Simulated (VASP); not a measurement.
The system is MgB5.

```xyz
6
Lattice="1.9412 1.1208 4.1901 -1.9412 1.1208 4.1901 0.0000 -2.2415 4.1901" Properties=species:S:1:pos:R:3 pbc="T T T"
Mg    0.0000    0.0000   10.1027
B    -0.9596    0.5540    3.0812
B     0.0000   -1.1081    3.0812
B     0.9596    0.5540    3.0812
B     0.0000    0.0000    6.3998
B     0.0000    0.0000    4.6615
```

The cell was built from a structure type or drawn by symmetry, and may not be a known phase.

```yaml
Program: VASP 6.6.1
Task: relaxation of cell and atoms
Functional: PBE
Potentials_or_basis: VASP PAW PBE potentials, release 64 (Mg, B)
Cutoff: 600 eV
k_mesh: 6 × 6 × 6
Occupations: gaussian, width 0.1 eV
Spin: no spin polarisation
```

At the start: pressure 16.3 GPa; volume 9.12 Å³/atom.

**Question.** Where does the relaxation end?

**Answer.** Over 16 steps the energy falls by 1129.3 meV/atom and the volume is 8.16 Å³/atom (-10.5 %); space group R3m (No. 160, to 0.1 Å) before and after.

Step by step:
```
step  energy change (eV)  largest force (eV/Å)  pressure (GPa)  volume (Å³)
   1              0.0000               18.7589           16.30        54.70
   2             -1.9841               11.9875            3.85        62.20
   3             -5.4386                2.0180          -14.97        58.16
   4             -5.4558                1.8634          -14.97        58.02
   5             -5.4657                1.8487          -14.86        57.80
   6             -6.3757                1.6329           -5.48        51.71
   7             -6.6144                1.1626            9.39        47.06
   8             -6.6194                1.2367            7.14        47.61
   9             -6.7068                1.0122            1.00        48.68
  10             -6.7220                0.6948            2.41        48.37
  11             -6.7697                0.2160           -1.61        49.52
  12             -6.7701                0.1525           -1.31        49.42
  13             -6.7747                0.1454           -0.08        49.07
  14             -6.7751                0.1417            0.39        48.94
  15             -6.7754                0.1435            0.02        48.97
  16             -6.7758                0.0287            0.17        48.96
```

Final structure:
```
Mg B
1.0
     1.85728    1.07230    4.09706
    -1.85728    1.07230    4.09706
     0.00000   -2.14460    4.09706
Mg B
1 5
Direct
  0.74345 0.74345 0.74345
  0.09274 0.60351 0.09274
  0.09274 0.09274 0.60351
  0.60351 0.09274 0.09274
  0.51635 0.51635 0.51635
  0.37021 0.37021 0.37021
```
